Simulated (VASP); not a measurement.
# HfO7 (Fm-3m) in VASP: further runs

HfO7 is run at these levels: PBE; tasks: single point, relaxation of cell and atoms.

Program: VASP 6.6.1. These are calculated values, not measurements. Logs are shortened: lines on timing, memory, paths and dates and some standing lists are left out, and cuts for length are marked.

**1. The cell of the first run**

It takes space group Fm-3m (No. 225, cubic). Conventional cell: a = 6.531 Å, b = 6.531 Å, c = 6.531 Å, α = 90.00°, β = 90.00°, γ = 90.00°. Hf (site symmetry m-3m) has 12 O at 2.31 Å within 3.1 Å. Within 3.1 Å of O (site symmetry m-3m) lie 12 O at 2.31 Å. O (site symmetry mmm) has 2 Hf at 2.31 Å and 10 O at 2.31 Å within 3.1 Å.

**2. Single point, PBE**

Input file INCAR:

```
SYSTEM = HfO7
ALGO = Normal
EDIFF = 1E-6
ENCUT = 520
GGA = PE
ISIF = 2
ISMEAR = 0
LASPH = .TRUE.
LCHARG = .TRUE.
LELF = .TRUE.
LREAL = .FALSE.
LVHAR = .TRUE.
LWAVE = .FALSE.
NBANDS = 36
NELM = 100
PREC = Accurate
SIGMA = 0.1
```

Input file KPOINTS:

```
k-points
0
G
  4 4 4
  0 0 0
```

Input file POSCAR:

```
HfO7
1.0
    0.0000000000      3.2654305084      3.2654305084
    3.2654305084      0.0000000000      3.2654305084
    3.2654305084      3.2654305084      0.0000000000
Hf O
1 7
Direct
    0.0000000000      0.0000000000      0.0000000000
    0.5000000000      0.5000000000      0.5000000000
    0.0000000000      0.0000000000      0.5000000000
    0.5000000000      0.0000000000      0.5000000000
    0.0000000000      0.5000000000      0.5000000000
    0.5000000000      0.5000000000      0.0000000000
    0.0000000000      0.5000000000      0.0000000000
    0.5000000000      0.0000000000      0.0000000000
```

Potentials or basis: VASP PAW PBE potentials, release 64 (Hf_pv, O).

Started as:

```sh
$ cat potpaw_PBE.64/Hf_pv/POTCAR potpaw_PBE.64/O/POTCAR > POTCAR
$ mpirun -np 1 vasp_std > vasp.out
```

OUTCAR:

```text
SYSTEM = HfO7
   EDIFF = 1E-6
   ENCUT = 520
   GGA = PE
   ISIF = 2
   ISMEAR = 0
   LASPH = .TRUE.
   LREAL = .FALSE.
   NELM = 100
   PREC = Accurate

 ion  position               nearest neighbor table
   1  0.000  0.000  0.000-   3 2.31   7 2.31   8 2.31   3 2.31   4 2.31   5 2.31   5 2.31   6 2.31
                             7 2.31   4 2.31   6 2.31   8 2.31
   2  0.500  0.500  0.500-
   3  0.000  0.000  0.500-   1 2.31   1 2.31
   4  0.500  0.000  0.500-   1 2.31   1 2.31
   5  0.000  0.500  0.500-   1 2.31   1 2.31
   6  0.500  0.500  0.000-   1 2.31   1 2.31
   7  0.000  0.500  0.000-   1 2.31   1 2.31
   8  0.500  0.000  0.000-   1 2.31   1 2.31

  LATTYP: Found a face centered cubic cell.
 ALAT       =     6.5308610168

  Lattice vectors:

 A1 = (   0.0000000000,   3.2654305084,   3.2654305084)
 A2 = (   3.2654305084,   0.0000000000,   3.2654305084)
 A3 = (   3.2654305084,   3.2654305084,   0.0000000000)

Analysis of symmetry for initial positions (statically):
=====================================================================
 Subroutine PRICEL returns:
 Original cell was already a primitive cell.

 Routine SETGRP: Setting up the symmetry group for a
 face centered cubic supercell.

 Subroutine GETGRP returns: Found 48 space group operations
 (whereof 48 operations were pure point group operations)
 out of a pool of 48 trial point group operations.

The static configuration has the point symmetry O_h .

Analysis of symmetry for dynamics (positions and initial velocities):
=====================================================================
 Subroutine PRICEL returns:
 Original cell was already a primitive cell.

 Routine SETGRP: Setting up the symmetry group for a
 face centered cubic supercell.

 Subroutine GETGRP returns: Found 48 space group operations
 (whereof 48 operations were pure point group operations)
 out of a pool of 48 trial point group operations.

The dynamic configuration has the point symmetry O_h .

 Subroutine INISYM returns: Found 48 space group operations
 (whereof 48 operations are pure point group operations),
 and found     1 'primitive' translations

----------------------------------------------------------------------------------------

                                     Primitive cell

  volume of cell :      69.6388

  direct lattice vectors                    reciprocal lattice vectors
     0.000000000  3.265430508  3.265430508    -0.153119167  0.153119167  0.153119167
     3.265430508  0.000000000  3.265430508     0.153119167 -0.153119167  0.153119167
     3.265430508  3.265430508  0.000000000     0.153119167  0.153119167 -0.153119167

  length of vectors
     4.618016112  4.618016112  4.618016112     0.265210177  0.265210177  0.265210177

  position of ions in fractional coordinates (direct lattice)
     0.000000000  0.000000000  0.000000000
     0.500000000  0.500000000  0.500000000
     0.000000000  0.000000000  0.500000000
     0.500000000  0.000000000  0.500000000
     0.000000000  0.500000000  0.500000000
     0.500000000  0.500000000  0.000000000
     0.000000000  0.500000000  0.000000000
     0.500000000  0.000000000  0.000000000

  ion indices of the primitive-cell ions
   primitive index   ion index
                 1           1
                 2           2
                 3           3
                 4           4
                 5           5
                 6           6
                 7           7
                 8           8

----------------------------------------------------------------------------------------

 KPOINTS: k-points

Automatic generation of k-mesh.
 Grid dimensions read from file:
 generate k-points for:    4    4    4

 Generating k-lattice:

  Cartesian coordinates                     Fractional coordinates (reciprocal lattice)
    -0.038279792  0.038279792  0.038279792     0.250000000  0.000000000  0.000000000
     0.038279792 -0.038279792  0.038279792     0.000000000  0.250000000  0.000000000
     0.038279792  0.038279792 -0.038279792     0.000000000  0.000000000  0.250000000

  Length of vectors
     0.066302544  0.066302544  0.066302544

  Shift w.r.t. Gamma in fractional coordinates (k-lattice)
     0.000000000  0.000000000  0.000000000

 Subroutine IBZKPT returns following result:
 ===========================================

 Found      8 irreducible k-points:

 Following reciprocal coordinates:
            Coordinates               Weight
  0.000000  0.000000  0.000000      1.000000
  0.250000  0.000000  0.000000      8.000000
  0.500000  0.000000  0.000000      4.000000
  0.250000  0.250000  0.000000      6.000000
  0.500000  0.250000  0.000000     24.000000
 -0.250000  0.250000  0.000000     12.000000
  0.500000  0.500000  0.000000      3.000000
 -0.250000  0.500000  0.250000      6.000000
   k-points           NKPTS =      8   k-points in BZ     NKDIM =      8   number of bands    NBANDS=     36
   number of dos      NEDOS =    301   number of ions     NIONS =      8
   total plane-waves  NPLWV =  46656
   dimension x,y,z NGX =    36 NGY =   36 NGZ =   36
   dimension x,y,z NGXF=    72 NGYF=   72 NGZF=   72
   ions per type =               1   7
   NGX,Y,Z   is equivalent  to a cutoff of  12.96, 12.96, 12.96 a.u.
   NGXF,Y,Z  is equivalent  to a cutoff of  25.92, 25.92, 25.92 a.u.
 SYSTEM =  HfO7
   PREC   = accura    normal or accurate (medium, high low for compatibility)
   ISTART =      0    job   : 0-new  1-cont  2-samecut
   ICHARG =      2    charge: 1-file 2-atom 10-const
   ISPIN  =      1    spin polarized calculation?
   LNONCOLLINEAR =      F non collinear calculations
   LSORBIT =      F    spin-orbit coupling
   LASPH  =      T    aspherical Exc in radial PAW
   ENCUT  =  520.0 eV  38.22 Ry    6.18 a.u.   8.59  8.59  8.59*2*pi/ulx,y,z
   NELM   =    100;   NELMIN=  2; NELMDL= -5     # of ELM steps
   EDIFF  = 0.1E-05   stopping-criterion for ELM
   LREAL  =      F    real-space projection
   EDIFFG = 0.1E-04   stopping-criterion for IOM
   NSW    =      0    number of steps for IOM
   IBRION =     -1    ionic relax: 0-MD 1-quasi-New 2-CG
   NFREE  =      0    steps in history (QN), initial steepest desc. (CG)
   ISIF   =      2    stress and relaxation
   ISYM   =      2    0-nonsym 1-usesym 2-fastsym
   POTIM  = 0.5000    time-step for ionic-motion
   TEBEG  =    0.0;   TEEND  =   0.0 temperature during run
   PSTRESS=    0.0 pullay stress
   NELECT =      52.0000    total number of electrons
   NUPDOWN=      -1.0000    fix difference up-down
   EMIN   =  10.00;   EMAX   =-10.00  energy-range for DOS
   EFERMI =   0.00;   METHOD = LEGACY
   ISMEAR =     0;   SIGMA  =   0.10  broadening in eV -4-tet -1-fermi 0-gaus
   EFERMI_NEDOS =   21; number of points for ismear=-14 and -15
   IALGO  =     38    algorithm
   IMIX   =      4    mixing-type and parameters
     AMIX     =   0.40;   BMIX     =  1.00
     AMIX_MAG =   1.60;   BMIX_MAG =  1.00
  volume/ion in A,a.u.               =       8.70        58.74
  Fermi-wavevector in a.u.,A,eV,Ry     =   1.485225  2.806668 30.012989  2.205892
  Thomas-Fermi vector in A             =   2.598663
   LORBIT       =      0    0 simple, 1 ext, 2 COOP (PROOUT), +10 PAW based schemes
   GGA     = PE    functional components
   LHFCALC =     F    Hartree Fock is set to
   AEXX    =    0.0000 exact exchange contribution
   IVDW    =     0    specifies the selected vdW correction
   LEPSILON=     F    determine dielectric tensor
   LRPA    =     F    only Hartree local field effects (RPA)
 non-spin polarized calculation
 Gauss-broadening in eV      SIGMA  =   0.10
  energy-cutoff  :      520.00
  volume of cell :       69.64
 maximum number of plane-waves:      1893
 NGX is ok and might be reduce to    36
   NGX = 17   NGY = 17   NGZ = 17

 number of electron      51.9999973 magnetization

 Free energy of the ion-electron system (eV)
  ---------------------------------------------------
  ext. energy  EPLUGINS =         0.00000000
  ---------------------------------------------------
  free energy    TOTEN  =       -41.22730963 eV

  energy without entropy =      -41.14674717  energy(sigma->0) =      -41.18702840

 E-fermi :   3.4699     XC(G=0): -12.3029

 val. band max:        3.4313598611   @ k =   0.5000   0.2500   0.0000
 cond. band min:       3.4837665185   @ k =   0.2500   0.2500   0.0000
 fundamental gap:      0.0524066573
 Fermi energy:         3.4699131877

 k-point     1 :       0.0000    0.0000    0.0000
  band No.  band energies     occupation
      1     -27.0147      2.00000
      2     -27.0147      2.00000
      3     -27.0147      2.00000
      4     -17.0625      2.00000
      5     -13.8194      2.00000
      6     -13.8194      2.00000
[... 28 lines left out ...]
     35       8.4904      0.00000
     36       8.4904      0.00000

 k-point     2 :       0.2500    0.0000    0.0000
  band No.  band energies     occupation
      1     -27.0493      2.00000
      2     -27.0213      2.00000
      3     -27.0213      2.00000
      4     -16.6062      2.00000
      5     -14.2921      2.00000
      6     -13.6265      2.00000
[... 28 lines left out ...]
     35       9.8117      0.00000
     36       9.8117      0.00000

 k-point     3 :       0.5000    0.0000    0.0000
  band No.  band energies     occupation
      1     -27.0833      2.00000
      2     -27.0279      2.00000
      3     -27.0279      2.00000
      4     -15.4923      2.00000
      5     -15.4708      2.00000
      6     -13.2824      2.00000
[... 28 lines left out ...]
     35      11.2189      0.00000
     36      11.2189      0.00000
[... 118 lines left out ...]
 k-point     7 :       0.5000    0.5000    0.0000
  band No.  band energies     occupation
      1     -27.0817      2.00000
      2     -27.0439      2.00000
      3     -27.0439      2.00000
      4     -15.0387      2.00000
      5     -14.8962      2.00000
      6     -14.0935      2.00000
[... 28 lines left out ...]
     35      11.8661      0.00000
     36      11.8661      0.00000

 k-point     8 :      -0.2500    0.5000    0.2500
  band No.  band energies     occupation
      1     -27.0629      2.00000
      2     -27.0629      2.00000
      3     -27.0443      2.00000
      4     -14.7507      2.00000
      5     -14.7507      2.00000
      6     -14.6738      2.00000
[... 28 lines left out ...]
     35      10.3801      0.00000
     36      11.8620      0.00000

------------------------ aborting loop because EDIFF is reached ----------------------------------------

  FORCE on cell =-STRESS in cart. coord.  units (eV):
  Direction    XX          YY          ZZ          XY          YZ          ZX
  --------------------------------------------------------------------------------------
  -------------------------------------------------------------------------------------
  Total       -0.9418072     -0.9418072     -0.9418072     -0.0000000     -0.0000000      0.0000000
  in kB      -21.6681209    -21.6681209    -21.6681209     -0.0000000     -0.0000000      0.0000000
  external PRESSURE =     -21.6681209 kB  Pullay stress =       0.0000000 kB

 VOLUME and BASIS-vectors are now :
 -----------------------------------------------------------------------------
  energy-cutoff  :      520.00
  volume of cell :       69.64
      direct lattice vectors                 reciprocal lattice vectors
     0.000000000  3.265430508  3.265430508    -0.153119167  0.153119167  0.153119167
     3.265430508  0.000000000  3.265430508     0.153119167 -0.153119167  0.153119167
     3.265430508  3.265430508  0.000000000     0.153119167  0.153119167 -0.153119167

 POSITION                                       TOTAL-FORCE (eV/Angst)
 -----------------------------------------------------------------------------------
      0.00000      0.00000      0.00000        -0.000000     -0.000000      0.000000
      3.26543      3.26543      3.26543        -0.000000     -0.000000      0.000000
      1.63272      1.63272      0.00000        -0.000000      0.000000     -0.000000
      1.63272      3.26543      1.63272        -0.000000      0.000000      0.000000
      3.26543      1.63272      1.63272         0.000000     -0.000000      0.000000
      1.63272      1.63272      3.26543        -0.000000     -0.000000     -0.000000
      1.63272      0.00000      1.63272        -0.000000     -0.000000      0.000000
      0.00000      1.63272      1.63272        -0.000000     -0.000000      0.000000
 -----------------------------------------------------------------------------------
    total drift:                                0.000000      0.000000      0.000000

  FREE ENERGIE OF THE ION-ELECTRON SYSTEM (eV)
  ---------------------------------------------------
  free  energy   TOTEN  =       -41.2273096288 eV

  energy  without entropy=      -41.1467471682  energy(sigma->0) =      -41.18702840
```

Run time: 47 s. Hardware: 1 thread of Intel Xeon 8259CL, shared host; peak memory 0.21 GiB.

Results:

```yaml
Free_energy: -41.2273 eV
Pressure: -2.2 GPa
Band_gap_on_the_k_mesh: zero (band 26 reaches 4.01 eV, above the bottom of band 27 at 3.18 eV)
```

Levels at points of the mesh, in eV from the Fermi level:
```csv
k point,band 21,band 22,band 23,band 24,band 25,band 26,band 27,band 28,band 29,band 30
"(0.00, 0.00, 0.00)",-0.20,-0.20,-0.20,0.54,0.54,0.54,0.84,0.84,1.38,1.38
"(0.50, 0.00, 0.00)",-1.58,-1.58,-1.48,-0.95,-0.19,-0.19,-0.10,0.64,0.64,1.11
"(0.50, 0.50, 0.00)",-2.53,-2.53,-1.88,-1.75,-1.54,0.06,0.06,0.41,0.60,0.60
```

Caveat: the k points lie up to 0.42 Å⁻¹ apart; spin-orbit coupling is left out, which moves the levels of the heavy elements.

[end of part 1 of 2]
